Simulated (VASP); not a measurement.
# Ge2SbO3 (P6/mmm) in VASP: a series of runs, part 2 of 2

VASP 6.6.1. The steps go on from the part before.

## 5. Single point, PBE

This run uses another cell than the first one, of 22.25 Å³/atom.

INCAR

```
PREC     = Accurate       # precision mode
ENCUT    = 520            # plane-wave cutoff, eV
EDIFF    = 1E-6           # SCF threshold, eV
ISMEAR   = 0              # smearing method
SIGMA    = 0.1            # smearing width, eV
LREAL    = F              # projectors in reciprocal space
LASPH    = T              # aspherical terms in the spheres
NELM     = 100            # most SCF steps
ALGO     = Fast           # electronic algorithm
ISIF     = 2              # what is computed and relaxed
LWAVE    = F              # write WAVECAR
LCHARG   = F              # write CHGCAR
GGA      = PE             # functional
NBANDS   = 34             # bands
```

KPOINTS

```
regular mesh
0
Gamma
  12 12 6
```

POSCAR

```
Ge2SbO3
1.0
    4.3688184499      0.0000000000      0.0000000000
   -2.1844092249      3.7835077622      0.0000000000
    0.0000000000      0.0000000000      8.0779132932
Ge Sb O
2 1 3
Direct
    0.0000000000      0.0000000000      0.6443104559
    0.0000000000      0.0000000000      0.3556895441
    0.0000000000      0.0000000000      0.0000000000
    0.5000000000      0.0000000000      0.0000000000
    0.0000000000      0.5000000000      0.0000000000
    0.5000000000      0.5000000000      0.0000000000
```

Potentials or basis: VASP PAW PBE potentials, release 64 (Ge_d, Sb, O).

Run with:

```console
$ cat potpaw_PBE.64/Ge_d/POTCAR potpaw_PBE.64/Sb/POTCAR potpaw_PBE.64/O/POTCAR > POTCAR
$ mpirun -np 1 vasp_std > vasp.out
```

OUTCAR:

```text
PREC = Accurate
   ENCUT = 520
   EDIFF = 1E-6
   ISMEAR = 0
   LREAL = F
   LASPH = T
   NELM = 100
   ISIF = 2
   GGA = PE

 ion  position               nearest neighbor table
   1  0.000  0.000  0.644-   2 2.33   3 2.87
   2  0.000  0.000  0.356-   1 2.33   3 2.87
   3  0.000  0.000  0.000-   4 2.18   4 2.18   5 2.18   5 2.18   6 2.18   6 2.18   1 2.87   2 2.87

   4  0.500  0.000  0.000-   3 2.18   3 2.18
   5  0.000  0.500  0.000-   3 2.18   3 2.18
   6  0.500  0.500  0.000-   3 2.18   3 2.18

  LATTYP: Found a hexagonal cell.
 ALAT       =     4.3688184499
 C/A-ratio  =     1.8489926706

  Lattice vectors:

 A1 = (   4.3688184499,   0.0000000000,   0.0000000000)
 A2 = (  -2.1844092249,   3.7835077622,   0.0000000000)
 A3 = (   0.0000000000,   0.0000000000,   8.0779132932)

Analysis of symmetry for initial positions (statically):
=====================================================================
 Subroutine PRICEL returns:
 Original cell was already a primitive cell.

 Routine SETGRP: Setting up the symmetry group for a
 hexagonal supercell.

 Subroutine GETGRP returns: Found 24 space group operations
 (whereof 24 operations were pure point group operations)
 out of a pool of 24 trial point group operations.

The static configuration has the point symmetry D_6h.

Analysis of symmetry for dynamics (positions and initial velocities):
=====================================================================
 Subroutine PRICEL returns:
 Original cell was already a primitive cell.

 Routine SETGRP: Setting up the symmetry group for a
 hexagonal supercell.

 Subroutine GETGRP returns: Found 24 space group operations
 (whereof 24 operations were pure point group operations)
 out of a pool of 24 trial point group operations.

[... 121 lines left out ...]
   EMIN   =  10.00;   EMAX   =-10.00  energy-range for DOS
   EFERMI =   0.00;   METHOD = LEGACY
   ISMEAR =     0;   SIGMA  =   0.10  broadening in eV -4-tet -1-fermi 0-gaus
   EFERMI_NEDOS =   21; number of points for ismear=-14 and -15
   IALGO  =     68    algorithm
   IMIX   =      4    mixing-type and parameters
     AMIX     =   0.40;   BMIX     =  1.00
     AMIX_MAG =   1.60;   BMIX_MAG =  1.00
  volume/ion in A,a.u.               =      22.25       150.18
  Fermi-wavevector in a.u.,A,eV,Ry     =   1.187806  2.244628 19.196239  1.410884
  Thomas-Fermi vector in A             =   2.323950
   LORBIT       =      0    0 simple, 1 ext, 2 COOP (PROOUT), +10 PAW based schemes
   GGA     = PE    functional components
   LHFCALC =     F    Hartree Fock is set to
   AEXX    =    0.0000 exact exchange contribution
   IVDW    =     0    specifies the selected vdW correction
   LEPSILON=     F    determine dielectric tensor
   LRPA    =     F    only Hartree local field effects (RPA)
 non-spin polarized calculation
 RMM-DIIS sequential band-by-band and
 Gauss-broadening in eV      SIGMA  =   0.10
  energy-cutoff  :      520.00
  volume of cell :      133.52
 maximum number of plane-waves:      3616
   NGX = 17   NGY = 17   NGZ = 31

 number of electron      50.9999978 magnetization

 Free energy of the ion-electron system (eV)
  ---------------------------------------------------
  ext. energy  EPLUGINS =         0.00000000
  ---------------------------------------------------
  free energy    TOTEN  =       -24.27523686 eV

  energy without entropy =      -24.25350611  energy(sigma->0) =      -24.26437149

 E-fermi :   2.3464     XC(G=0):  -8.6015

 val. band max:        2.3335067570   @ k =   0.4167   0.0833   0.0000
 cond. band min:       2.3585555636   @ k =   0.4167   0.0833   0.1667
 fundamental gap:      0.0250488067
 Fermi energy:         2.3464475003

 k-point     1 :       0.0000    0.0000    0.0000
  band No.  band energies     occupation
      1     -22.6106      2.00000
      2     -22.5250      2.00000
      3     -22.5250      2.00000
      4     -22.5085      2.00000
      5     -22.5085      2.00000
      6     -22.5006      2.00000
[... 877 lines left out ...]
     33       7.7964      0.00000
     34       9.9353      0.00000

 [... further k-points ...]
[... 5 lines left out ...]
  --------------------------------------------------------------------------------------
  -------------------------------------------------------------------------------------
  Total       -0.4062476     -0.4062476     -0.1095324     -0.0000000     -0.0000000      0.0000000
  in kB       -4.8746515     -4.8746515     -1.3143025     -0.0000000     -0.0000000      0.0000000
  external PRESSURE =      -3.6878685 kB  Pullay stress =       0.0000000 kB

 VOLUME and BASIS-vectors are now :
 -----------------------------------------------------------------------------
  energy-cutoff  :      520.00
  volume of cell :      133.52
      direct lattice vectors                 reciprocal lattice vectors
     4.368818450  0.000000000  0.000000000     0.228894840  0.132152497  0.000000000
    -2.184409225  3.783507762  0.000000000     0.000000000  0.264304995  0.000000000
     0.000000000  0.000000000  8.077913293     0.000000000  0.000000000  0.123794347

 POSITION                                       TOTAL-FORCE (eV/Angst)
 -----------------------------------------------------------------------------------
      0.00000      0.00000      5.20468         0.000000      0.000000      0.007810
      0.00000      0.00000      2.87323        -0.000000     -0.000000     -0.007810
      0.00000      0.00000      0.00000        -0.000000     -0.000000      0.000000
      2.18441      0.00000      0.00000        -0.000000     -0.000000      0.000000
     -1.09220      1.89175      0.00000        -0.000000     -0.000000      0.000000
      1.09220      1.89175      0.00000        -0.000000     -0.000000      0.000000
 -----------------------------------------------------------------------------------
    total drift:                                0.000000      0.000000     -0.000000

  FREE ENERGIE OF THE ION-ELECTRON SYSTEM (eV)
  ---------------------------------------------------
  free  energy   TOTEN  =       -24.2752368568 eV

  energy  without entropy=      -24.2535061134  energy(sigma->0) =      -24.26437149
```

OSZICAR:

```text
N       E                     dE             d eps       ncg     rms          rms(c)
DAV:   1     0.557779668324E+03    0.55778E+03   -0.23726E+04  6498   0.273E+03
[... 11 lines left out ...]
RMM:  13    -0.242751467433E+02    0.14812E-02   -0.16922E-02  7097   0.712E-01    0.121E-01
RMM:  14    -0.242752521033E+02   -0.10536E-03   -0.19757E-03  7365   0.289E-01    0.547E-02
RMM:  15    -0.242753155264E+02   -0.63423E-04   -0.61733E-04  8093   0.131E-01    0.807E-02
RMM:  16    -0.242752573900E+02    0.58136E-04   -0.99423E-05  7206   0.616E-02    0.377E-02
RMM:  17    -0.242752355975E+02    0.21793E-04   -0.10196E-04  6685   0.559E-02    0.459E-03
RMM:  18    -0.242752378553E+02   -0.22578E-05   -0.21359E-05  6286   0.232E-02    0.670E-03
RMM:  19    -0.242752368568E+02    0.99850E-06   -0.29714E-06  5127   0.941E-03
   1 F= -.24275237E+02 E0= -.24264371E+02  d E =-.217307E-01
```

Wall time 3.8 min (1 thread of Oxide Virtual Turin-like, shared host); peak memory 0.42 GiB.

Results:

| Quantity | Value |
| --- | --- |
| Free energy | -24.2752 eV |
| Pressure | -0.4 GPa |
| Largest force | 0.008 eV/Å |
| Band gap on the k mesh | zero (an odd number of electrons rules out a gap without spin polarisation) |

Forces on the atoms (eV/Å):
```
Ge   0.000  0.000  0.008
Ge   0.000  0.000 -0.008
Sb   0.000  0.000  0.000
O    0.000  0.000  0.000
O    0.000  0.000  0.000
O    0.000  0.000  0.000
```

Caveat: spin-orbit coupling is left out, which moves the levels of the heavy elements; an odd number of electrons without spin polarisation forces a metal; a magnetic or distorted state may lie lower.

## 6. Overview

| task | cell | k mesh | cutoff (eV) | gap on the mesh (eV) | pressure (GPa) | largest force (eV/Å) |
| --- | --- | --- | --- | --- | --- | --- |
| single point | a = 4.411, b = 4.411, c = 6.322 Å, angles 90.0, 90.0, 120.0°, 6 atoms, atomic positions A | 6 × 6 × 4 | 520 | none | 22.1 | 1.34 |
| single point | a = 4.362, b = 4.362, c = 8.036 Å, angles 90.0, 90.0, 120.0°, 6 atoms, atomic positions B | 6 × 6 × 4 | 520 | none | -0.3 | 0.01 |
| relaxation of cell and atoms | relaxed from a = 4.411, b = 4.411, c = 6.322 Å, angles 90.0, 90.0, 120.0°, 6 atoms, atomic positions A | 6 × 6 × 4 | 600 | none | -0.1 | 0.01 |
| single point | a = 4.369, b = 4.369, c = 8.078 Å, angles 90.0, 90.0, 120.0°, 6 atoms, atomic positions C | 12 × 12 × 6 | 520 | none | -0.4 | 0.01 |

Alike in all rows: level PBE; potentials or basis VASP PAW PBE potentials, release 64 (Ge_d, Sb, O); no spin polarisation; smearing gaussian 0.1 eV.

Caveats: spin-orbit coupling is left out, which moves the levels of the heavy elements; an odd number of electrons without spin polarisation forces a metal; a magnetic or distorted state may lie lower; the stress differs along the axes, from -1 to 68 GPa (at least some runs); the volume moved by over 15 % at a fixed basis, so the end points are rough (at least some runs).

Total energies depend on the potentials used, so only differences within one code and one set of settings carry meaning.

The gap in the log of VASP goes by the Fermi energy; the results here count the filled bands.